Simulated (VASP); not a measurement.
# BeTe in VASP: notebook

BeTe is run at these levels: PBE; tasks: single point, relaxation of cell and atoms.

Program: VASP 6.6.1. These are calculated values, not measurements. Logs are shortened: lines on timing, memory, paths and dates and some standing lists are left out, and cuts for length are marked.

### 1 The cell of the first run

The typed cell holds 2 atoms: a = 3.575 Å, b = 3.575 Å, c = 5.215 Å, α = 90.00°, β = 90.00°, γ = 90.00°.

### 2 Single point, PBE

Input file INCAR:

```
PREC     = Accurate       # precision mode
ENCUT    = 520            # plane-wave cutoff, eV
EDIFF    = 1E-6           # SCF threshold, eV
ISMEAR   = 0              # smearing method
SIGMA    = 0.1            # smearing width, eV
LREAL    = F              # projectors in reciprocal space
LASPH    = T              # aspherical terms in the spheres
NELM     = 100            # most SCF steps
ALGO     = Normal         # electronic algorithm
ISIF     = 2              # what is computed and relaxed
LWAVE    = F              # write WAVECAR
LCHARG   = F              # write CHGCAR
GGA      = PE             # functional
NBANDS   = 11             # bands
```

Input file KPOINTS:

```
Automatic mesh
0
Gamma
  6 6 4
```

Input file POSCAR:

```
BeTe
1.0
    3.5750789901      0.0000000000      0.0000000000
    0.0000000000      3.5750789901      0.0000000000
    0.0000000000      0.0000000000      5.2154410387
Be Te
1 1
Direct
    0.0000000000      0.0000000000      0.3809681887
    0.5000000000      0.5000000000      0.3818020813
```

Potentials or basis: VASP PAW PBE potentials, release 64 (Be, Te).

Started as:

```console
cat potpaw_PBE.64/Be/POTCAR potpaw_PBE.64/Te/POTCAR > POTCAR
mpirun -np 1 vasp_std > vasp.out
```

OUTCAR:

```text
PREC = Accurate
   ENCUT = 520
   EDIFF = 1E-6
   ISMEAR = 0
   LREAL = F
   LASPH = T
   NELM = 100
   ISIF = 2
   GGA = PE

 ion  position               nearest neighbor table
   1  0.000  0.000  0.381-   2 2.53   2 2.53   2 2.53   2 2.53
   2  0.500  0.500  0.382-   1 2.53   1 2.53   1 2.53   1 2.53

  LATTYP: Found a simple tetragonal cell.
 ALAT       =     3.5750789901
 C/A-ratio  =     1.4588323931

  Lattice vectors:

 A1 = (   3.5750789901,   0.0000000000,   0.0000000000)
 A2 = (   0.0000000000,   3.5750789901,   0.0000000000)
 A3 = (   0.0000000000,   0.0000000000,   5.2154410387)

Analysis of symmetry for initial positions (statically):
=====================================================================
 Subroutine PRICEL returns:
 Original cell was already a primitive cell.

 Routine SETGRP: Setting up the symmetry group for a
 simple tetragonal supercell.

 Subroutine GETGRP returns: Found  8 space group operations
 (whereof  8 operations were pure point group operations)
 out of a pool of 16 trial point group operations.

The static configuration has the point symmetry C_4v.

Analysis of symmetry for dynamics (positions and initial velocities):
=====================================================================
 Subroutine PRICEL returns:
 Original cell was already a primitive cell.

 Routine SETGRP: Setting up the symmetry group for a
 simple tetragonal supercell.

 Subroutine GETGRP returns: Found  8 space group operations
 (whereof  8 operations were pure point group operations)
 out of a pool of 16 trial point group operations.

The dynamic configuration has the point symmetry C_4v.

 Subroutine INISYM returns: Found  8 space group operations
 (whereof  8 operations are pure point group operations),
 and found     1 'primitive' translations

----------------------------------------------------------------------------------------

                                     Primitive cell

  volume of cell :      66.6595

  direct lattice vectors                    reciprocal lattice vectors
     3.575078990  0.000000000  0.000000000     0.279714099  0.000000000  0.000000000
     0.000000000  3.575078990  0.000000000     0.000000000  0.279714099  0.000000000
     0.000000000  0.000000000  5.215441039     0.000000000  0.000000000  0.191738339

  length of vectors
     3.575078990  3.575078990  5.215441039     0.279714099  0.279714099  0.191738339

  position of ions in fractional coordinates (direct lattice)
     0.000000000  0.000000000  0.380968189
     0.500000000  0.500000000  0.381802081

  ion indices of the primitive-cell ions
   primitive index   ion index
                 1           1
                 2           2

----------------------------------------------------------------------------------------

 KPOINTS: Automatic mesh

Automatic generation of k-mesh.
 Grid dimensions read from file:
 generate k-points for:    6    6    4

 Generating k-lattice:

  Cartesian coordinates                     Fractional coordinates (reciprocal lattice)
     0.046619017  0.000000000  0.000000000     0.166666667  0.000000000  0.000000000
     0.000000000  0.046619017  0.000000000     0.000000000  0.166666667  0.000000000
     0.000000000  0.000000000  0.047934585     0.000000000  0.000000000  0.250000000

  Length of vectors
     0.046619017  0.046619017  0.047934585

  Shift w.r.t. Gamma in fractional coordinates (k-lattice)
     0.000000000  0.000000000  0.000000000

 Subroutine IBZKPT returns following result:
 ===========================================

 Found     30 irreducible k-points:

 Following reciprocal coordinates:
            Coordinates               Weight
  0.000000  0.000000  0.000000      1.000000
  0.166667  0.000000  0.000000      4.000000
  0.333333  0.000000  0.000000      4.000000
  0.500000  0.000000  0.000000      2.000000
  0.166667  0.166667  0.000000      4.000000
  0.333333  0.166667  0.000000      8.000000
[... 16 lines left out ...]
  0.333333  0.000000  0.500000      4.000000
  0.500000  0.000000  0.500000      2.000000
 [... further k-points ...]
   k-points           NKPTS =     30   k-points in BZ     NKDIM =     30   number of bands    NBANDS=     11
   number of dos      NEDOS =    301   number of ions     NIONS =      2
   total plane-waves  NPLWV =  31360
   dimension x,y,z NGX =    28 NGY =   28 NGZ =   40
   dimension x,y,z NGXF=    56 NGYF=   56 NGZF=   80
   ions per type =               1   1
   NGX,Y,Z   is equivalent  to a cutoff of  13.02, 13.02, 12.75 a.u.
   NGXF,Y,Z  is equivalent  to a cutoff of  26.04, 26.04, 25.50 a.u.
 SYSTEM =  unknown system
   PREC   = accura    normal or accurate (medium, high low for compatibility)
   ISTART =      0    job   : 0-new  1-cont  2-samecut
   ICHARG =      2    charge: 1-file 2-atom 10-const
   ISPIN  =      1    spin polarized calculation?
   LNONCOLLINEAR =      F non collinear calculations
   LSORBIT =      F    spin-orbit coupling
[... 56 lines left out ...]
 fundamental gap:      0.1018227582
 Fermi energy:         1.9532889557

 k-point     1 :       0.0000    0.0000    0.0000
  band No.  band energies     occupation
      1     -10.1289      2.00000
      2      -0.6530      2.00000
      3       0.6856      2.00000
      4       0.6856      2.00000
      5       4.0912      0.00000
      6       5.4713      0.00000
      7       7.0602      0.00000
      8       7.9763      0.00000
      9      11.1600      0.00000
     10      11.1600      0.00000
     11      13.0398      0.00000

 k-point     2 :       0.1667    0.0000    0.0000
  band No.  band energies     occupation
      1      -9.9075      2.00000
      2      -0.9477      2.00000
      3      -0.3701      2.00000
      4       1.0222      2.00000
      5       4.8905      0.00000
      6       5.7748      0.00000
      7       6.9666      0.00000
      8       8.5781      0.00000
      9       9.2402      0.00000
     10      10.5567      0.00000
     11      12.4972      0.00000

 k-point     3 :       0.3333    0.0000    0.0000
  band No.  band energies     occupation
      1      -9.3570      2.00000
      2      -3.0828      2.00000
      3       0.3917      2.00000
      4       1.9679      0.83682
      5       5.0476      0.00000
      6       5.8129      0.00000
      7       6.4020      0.00000
      8       6.6486      0.00000
      9       9.2698      0.00000
     10      10.2547      0.00000
     11      12.7982      0.00000

 k-point     4 :       0.5000    0.0000    0.0000
  band No.  band energies     occupation
      1      -8.9881      2.00000
      2      -4.0273      2.00000
      3       1.0128      2.00000
      4       2.8665      0.00000
      5       3.9554      0.00000
      6       5.1664      0.00000
      7       6.2553      0.00000
      8       7.6776      0.00000
      9       7.7498      0.00000
     10       9.3433      0.00000
     11      14.1995      0.00000

 k-point     5 :       0.1667    0.1667    0.0000
  band No.  band energies     occupation
      1      -9.6818      2.00000
      2      -0.6786      2.00000
      3      -0.6583      2.00000
      4      -0.0938      2.00000
      5       5.6959      0.00000
      6       6.4969      0.00000
      7       6.5426      0.00000
      8       7.5286      0.00000
      9       9.4982      0.00000
     10      10.7939      0.00000
     11      11.7382      0.00000
[... 211 lines left out ...]
 k-point    21 :       0.0000    0.0000    0.5000
  band No.  band energies     occupation
      1     -10.0949      2.00000
      2      -1.2628      2.00000
      3       0.7070      2.00000
      4       0.7070      2.00000
      5       4.4390      0.00000
      6       7.1500      0.00000
      7       7.5212      0.00000
      8       8.9677      0.00000
      9       9.9923      0.00000
     10      11.1804      0.00000
     11      11.1804      0.00000

 k-point    22 :       0.1667    0.0000    0.5000
  band No.  band energies     occupation
      1      -9.8744      2.00000
      2      -0.9719      2.00000
      3      -0.9044      2.00000
      4       1.0437      2.00000
      5       5.2502      0.00000
      6       6.4243      0.00000
      7       8.6833      0.00000
      8       9.2272      0.00000
      9       9.2614      0.00000
     10       9.8889      0.00000
     11      11.0124      0.00000

 k-point    23 :       0.3333    0.0000    0.5000
  band No.  band energies     occupation
      1      -9.3269      2.00000
      2      -3.0308      2.00000
      3      -0.1747      2.00000
      4       1.9897      0.60626
      5       4.3604      0.00000
      6       5.9509      0.00000
      7       6.6713      0.00000
      8       9.0514      0.00000
      9      10.0744      0.00000
     10      11.4816      0.00000
     11      11.6771      0.00000

 k-point    24 :       0.5000    0.0000    0.5000
  band No.  band energies     occupation
      1      -8.9607      2.00000
      2      -3.9716      2.00000
      3       0.5105      2.00000
      4       2.8883      0.00000
      5       3.1714      0.00000
      6       5.1896      0.00000
      7       6.3238      0.00000
      8       8.5011      0.00000
      9      11.0723      0.00000
     10      11.5364      0.00000
     11      12.2759      0.00000

 [... further k-points ...]
[... 5 lines left out ...]
  --------------------------------------------------------------------------------------
  -------------------------------------------------------------------------------------
  Total       -0.0993005     -0.0993005      0.0223414      0.0000000      0.0000000      0.0000000
  in kB       -2.3867108     -2.3867108      0.5369807      0.0000000      0.0000000      0.0000000
  external PRESSURE =      -1.4121470 kB  Pullay stress =       0.0000000 kB

 VOLUME and BASIS-vectors are now :
 -----------------------------------------------------------------------------
  energy-cutoff  :      520.00
  volume of cell :       66.66
      direct lattice vectors                 reciprocal lattice vectors
     3.575078990  0.000000000  0.000000000     0.279714099  0.000000000  0.000000000
     0.000000000  3.575078990  0.000000000     0.000000000  0.279714099  0.000000000
     0.000000000  0.000000000  5.215441039     0.000000000  0.000000000  0.191738339

 POSITION                                       TOTAL-FORCE (eV/Angst)
 -----------------------------------------------------------------------------------
      0.00000      0.00000      1.98692        -0.000000     -0.000000      0.001821
      1.78754      1.78754      1.99127         0.000000      0.000000     -0.001821
 -----------------------------------------------------------------------------------
    total drift:                               -0.000000      0.000000     -0.000030

  FREE ENERGIE OF THE ION-ELECTRON SYSTEM (eV)
  ---------------------------------------------------
  free  energy   TOTEN  =        -6.1069088595 eV

  energy  without entropy=       -6.0993700607  energy(sigma->0) =       -6.10313946
```

It took 17 s on 1 thread of AMD EPYC 7R43 (Zen 3), shared host; peak memory 0.15 GiB.

Results:

| Quantity | Value |
| --- | --- |
| Free energy | -6.1069 eV |
| Pressure | -0.1 GPa |
| Band gap on the k mesh | zero (band 4 reaches 2.89 eV, above the bottom of band 5 at 1.67 eV) |

Stress tensor (GPa, compression positive):
```
-0.24  0.00  0.00
 0.00 -0.24  0.00
 0.00  0.00  0.05
```

Levels at points of the mesh, in eV from the Fermi level:
| k point | band 1 | band 2 | band 3 | band 4 | band 5 | band 6 | band 7 | band 8 |
| --- | --- | --- | --- | --- | --- | --- | --- | --- |
| (0.00, 0.00, 0.00) | -12.08 | -2.61 | -1.27 | -1.27 | 2.14 | 3.52 | 5.11 | 6.02 |
| (0.50, 0.00, 0.00) | -10.94 | -5.98 | -0.94 | 0.91 | 2.00 | 3.21 | 4.30 | 5.72 |
| (0.50, 0.50, 0.00) | -9.60 | -4.88 | -4.88 | -1.02 | 0.11 | 3.53 | 6.50 | 6.50 |
| (0.00, 0.00, 0.50) | -12.05 | -3.22 | -1.25 | -1.25 | 2.49 | 5.20 | 5.57 | 7.01 |
| (0.50, 0.00, 0.50) | -10.91 | -5.92 | -1.44 | 0.94 | 1.22 | 3.24 | 4.37 | 6.55 |
| (0.50, 0.50, 0.50) | -9.58 | -4.84 | -4.84 | -0.92 | -0.29 | 3.00 | 5.26 | 5.26 |

Caveat: spin-orbit coupling is left out, which moves the levels of the heavy elements; this functional lacks dispersion, which binds the layers, so the pressure and a relaxed spacing across them are unreliable.

### 3 Single point, PBE

This run uses another cell than the first one, of 35.18 Å³/atom, 1.056 times its volume.

Input file INCAR:

```
PREC = Accurate
ENCUT = 520
EDIFF = 1E-7
ISMEAR = 0
SIGMA = 0.1
LREAL = F
LASPH = T
NELM = 60
ALGO = Normal
ISIF = 2
LWAVE = F
LCHARG = T
GGA = PE
LELF = T
LVHAR = T
NBANDS = 11
```

Input file KPOINTS:

```
regular mesh
0
Gamma
  16 16 12
```

Input file POSCAR:

```
BeTe
1.0
    3.5713749213      0.0000000000      0.0000000000
    0.0000000000      3.5713749213      0.0000000000
    0.0000000000      0.0000000000      5.5168497434
Be Te
1 1
Direct
    0.0000000000      0.0000000000      0.0000000000
    0.5000000000      0.5000000000      0.0000000000
```

Potentials or basis: VASP PAW PBE potentials, release 64 (Be, Te).

Started as:

```console
cat potpaw_PBE.64/Be/POTCAR potpaw_PBE.64/Te/POTCAR > POTCAR
mpirun -np 1 vasp_std > vasp.out
```

Wall time 3.2 min (1 thread of AMD EPYC 7R43 (Zen 3), shared host); peak memory 0.35 GiB.

Results (log left out):

| Quantity | Value |
| --- | --- |
| Free energy | -6.1039 eV |
| Pressure | 0.1 GPa |
| Band gap on the k mesh | zero (band 4 reaches 2.56 eV, above the bottom of band 5 at 1.19 eV) |

Stress tensor (GPa, compression positive):
```
0.10 0.00 0.00
0.00 0.10 0.00
0.00 0.00 0.00
```

Levels at points of the mesh, in eV from the Fermi level:
```
           k point  band 2  band 3  band 4  band 5  band 6  band 7
(0.00, 0.00, 0.00)   -2.72   -1.27   -1.27    2.17    3.45    5.12
(0.50, 0.00, 0.00)   -5.99   -1.02    0.95    1.84    3.18    4.31
(0.50, 0.50, 0.00)   -4.89   -4.89   -1.04    0.06    3.40    6.30
(0.00, 0.00, 0.50)   -3.14   -1.26   -1.26    2.46    5.18    5.56
(0.50, 0.00, 0.50)   -5.96   -1.35    0.96    1.28    3.19    4.35
(0.50, 0.50, 0.50)   -4.87   -4.87   -0.98   -0.19    3.04    5.37
```

Caveat: spin-orbit coupling is left out, which moves the levels of the heavy elements.

### 4 Relaxation of cell and atoms, PBE

Input file INCAR:

```
ALGO = Normal ; EDIFF = 1E-6
EDIFFG = -0.01 ; ENCUT = 600
GGA = PE ; IBRION = 2
ISIF = 3 ; ISMEAR = 0
LASPH = T ; LCHARG = F
LREAL = F ; LWAVE = F
NELM = 100 ; NSW = 100
PREC = Accurate ; SIGMA = 0.1
```

Input file KPOINTS:

```
k-points
0
Gamma
  16 16 12
```

Input file POSCAR:

```
BeTe
1.0
    3.5750789901      0.0000000000      0.0000000000
    0.0000000000      3.5750789901      0.0000000000
    0.0000000000      0.0000000000      5.2154410387
Be Te
1 1
Direct
    0.0000000000      0.0000000000      0.0000000000
    0.5000000000      0.5000000000      0.0000000000
```

Started as:

```console
cat potpaw_PBE.64/Be/POTCAR potpaw_PBE.64/Te/POTCAR > POTCAR
mpirun -np 1 vasp_std > vasp.out
```

It took 16 min on 1 thread of AMD EPYC 7R43 (Zen 3), shared host; peak memory 0.37 GiB.

Results (log left out):

| Item | Value |
| --- | --- |
| Free energy | -6.1039 eV |
| Relaxed cell | a = 3.573 Å, b = 3.573 Å, c = 5.577 Å, α = 90.00°, β = 90.00°, γ = 90.00° |
| Space group after relaxing (to 0.05 Å) | P4/mmm (No. 123) |
| Energy gained by relaxing | 0.3 meV/atom |
| Ionic steps | 16 |
| Pressure after relaxing | 0.0 GPa |
| Band gap on the k mesh | zero (band 4 reaches 2.48 eV, above the bottom of band 5 at 1.13 eV) |

Step by step:
| step | energy change (eV) | largest force (eV/Å) | pressure (GPa) | volume (Å³) |
| --- | --- | --- | --- | --- |
| 1 | 0.0000 | 0.0000 | -0.02 | 66.66 |
| 2 | 0.0000 | 0.0000 | 0.05 | 66.61 |
| 3 | 0.0000 | 0.0000 | 0.04 | 66.62 |
| 4 | 0.0000 | 0.0000 | 0.04 | 66.68 |
| 5 | -0.0001 | 0.0000 | 0.04 | 66.84 |
| 6 | -0.0002 | 0.0000 | 0.01 | 67.17 |
| 7 | -0.0004 | 0.0000 | -0.02 | 67.82 |
| 8 | -0.0005 | 0.0000 | -0.08 | 69.13 |
| 9 | -0.0004 | 0.0000 | -0.19 | 71.75 |
| 10 | -0.0006 | 0.0000 | -0.13 | 70.20 |
| 11 | -0.0006 | 0.0000 | -0.12 | 70.23 |
| 12 | -0.0006 | 0.0000 | -0.11 | 70.31 |
| 13 | -0.0006 | 0.0000 | -0.08 | 70.48 |
| 14 | -0.0007 | 0.0000 | -0.03 | 70.81 |
| 15 | -0.0006 | 0.0000 | 0.08 | 71.48 |
| 16 | -0.0007 | 0.0000 | 0.02 | 71.19 |

Final structure:
```yaml
crystal:
  lattice:
    - [3.57280, 0.00000, 0.00000]
    - [0.00000, 3.57280, 0.00000]
    - [0.00000, 0.00000, 5.57675]
  atoms:
    - { symbol: Be, position: [0.00000, 0.00000, 0.00000] }
    - { symbol: Te, position: [0.50000, 0.50000, 0.00000] }
```

Levels at points of the mesh, in eV from the Fermi level:
```
           k point  band 1  band 2  band 3  band 4  band 5  band 6  band 7  band 8
(0.00, 0.00, 0.00)  -12.06   -2.73   -1.27   -1.27    2.17    3.45    5.12    5.94
(0.50, 0.00, 0.00)  -10.91   -5.99   -1.03    0.94    1.83    3.18    4.31    5.75
(0.50, 0.50, 0.00)   -9.56   -4.88   -4.88   -1.04    0.05    3.39    6.27    6.27
(0.00, 0.00, 0.50)  -12.05   -3.12   -1.26   -1.26    2.44    5.18    5.54    6.42
(0.50, 0.00, 0.50)  -10.90   -5.96   -1.34    0.96    1.30    3.19    4.35    6.48
(0.50, 0.50, 0.50)   -9.55   -4.86   -4.86   -0.98   -0.18    3.06    5.39    5.39
```

Caveat: spin-orbit coupling is left out, which moves the levels of the heavy elements; this functional lacks dispersion, which binds the layers, so the pressure and a relaxed spacing across them are unreliable.

### 5 The runs side by side

| task | cell | k mesh | cutoff (eV) | gap on the mesh (eV) | pressure (GPa) |
| --- | --- | --- | --- | --- | --- |
| single point | a = 3.575, b = 3.575, c = 5.215 Å, 2 atoms | 6 × 6 × 4 | 520 | none | -0.1 |
| single point | a = 3.571, b = 3.571, c = 5.517 Å, 2 atoms | 16 × 16 × 12 | 520 | none | 0.1 |
| relaxation of cell and atoms | relaxed from a = 3.575, b = 3.575, c = 5.215 Å, 2 atoms | 16 × 16 × 12 | 600 | none | 0.0 |

Alike in all rows: level PBE; potentials or basis VASP PAW PBE potentials, release 64 (Be, Te); no spin polarisation; smearing gaussian 0.1 eV.

Caveats: spin-orbit coupling is left out, which moves the levels of the heavy elements; this functional lacks dispersion, which binds the layers, so the pressure and a relaxed spacing across them are unreliable (some runs).

Total energies depend on the potentials used, so only differences within one code and one set of settings carry meaning.
